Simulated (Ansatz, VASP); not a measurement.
## Two plane-wave programs on W

Contents of INCAR:

```
PREC = Accurate ; ENCUT = 400
EDIFF = 1E-6 ; ISMEAR = 0
SIGMA = 0.1 ; LREAL = False
LASPH = True ; NELM = 120
ALGO = Normal ; ISIF = 2
LWAVE = False ; LCHARG = True
LDIPOL = True ; IDIPOL = 3
DIPOL = 0.5 0.5 0.307 ; GGA = PE
LELF = True ; LVHAR = True
LVACPOTAV = True ; NBANDS = 96
GGA_COMPAT = False ; NELMDL = -8
```

File KPOINTS:

```
Automatic mesh
0
Gamma
  5 5 1
```

File POSCAR:

```
W
1.0
    5.7094426444      0.0000000000      0.0000000000
    0.0000000000      5.7094426444      0.0000000000
    0.0000000000      0.0000000000     19.4446428403
W
12
Direct
    0.2500000000      0.2500000000      0.2057121868
    0.2500000000      0.7500000000      0.2057121868
    0.7500000000      0.2500000000      0.2057121868
    0.7500000000      0.7500000000      0.2057121868
    0.0000000000      0.0000000000      0.3071173005
    0.0000000000      0.5000000000      0.3071173005
    0.5000000000      0.0000000000      0.3071173005
    0.5000000000      0.5000000000      0.3071173005
    0.2500000000      0.2500000000      0.4085774630
    0.2500000000      0.7500000000      0.4085774630
    0.7500000000      0.2500000000      0.4085774630
    0.7500000000      0.7500000000      0.4085774630
```

Input for Ansatz:

```yaml
crystal:
  lattice:
    - [5.7094426444, 0.0, 0.0]
    - [0.0, 5.7094426444, 0.0]
    - [0.0, 0.0, 19.4446428403]
  atoms:
    - { symbol: W, position: [0.25, 0.25, 0.2057121868] }
    - { symbol: W, position: [0.25, 0.75, 0.2057121868] }
    - { symbol: W, position: [0.75, 0.25, 0.2057121868] }
    - { symbol: W, position: [0.75, 0.75, 0.2057121868] }
    - { symbol: W, position: [0.0, 0.0, 0.3071173005] }
    - { symbol: W, position: [0.0, 0.5, 0.3071173005] }
    - { symbol: W, position: [0.5, 0.0, 0.3071173005] }
    - { symbol: W, position: [0.5, 0.5, 0.3071173005] }
    - { symbol: W, position: [0.25, 0.25, 0.408577463] }
    - { symbol: W, position: [0.25, 0.75, 0.408577463] }
    - { symbol: W, position: [0.75, 0.25, 0.408577463] }
    - { symbol: W, position: [0.75, 0.75, 0.408577463] }
basis:
  ecutwfc: 420
kpoints:
  mp_grid: { grid: [5, 5, 1] }
hamiltonian:
  xc: pbe
  pseudopotentials: { kind: paw, azcp: { folder: soft_1 } }
scf:
  occupations: { method: gaussian, width: 0.1 }
output:
  forces: true
  eigenvalues: true
efield:
  axis: 3
  dipole_correction: true
  ramp_width: 0.04
```

Alike in both runs: task single point; functional PBE; k mesh 5 × 5 × 1; occupations gaussian, width 0.1 eV; no spin polarisation.

|  | VASP | Ansatz |
| --- | --- | --- |
| version | VASP 6.6.1 | Ansatz 0.2.0 |
| potentials or method | VASP PAW PBE potentials, release 64 (W_sv), cutoff 400 eV | scalar-relativistic, plane waves, PAW |
| valence electrons in the cell | 168 | 168 |

Ansatz gave:

* gap on the k mesh at the Fermi level (eV): none
* rms of the force components (eV/Å): 0.003
* work function, face that differs most (eV): 4.60

Q: Which values does VASP return?

A: gap on the k mesh at the Fermi level (eV): none; rms of the force components (eV/Å): 0.016; work function, face that differs most (eV): 4.60.

Atom by atom the forces differ by 0.018 eV/Å (rms over components). A gap of «none» marks a metal or a gap that the smearing closes. The functional is the same, so the differences come from potentials, cutoffs and numerics.

Spin-orbit coupling is off throughout.
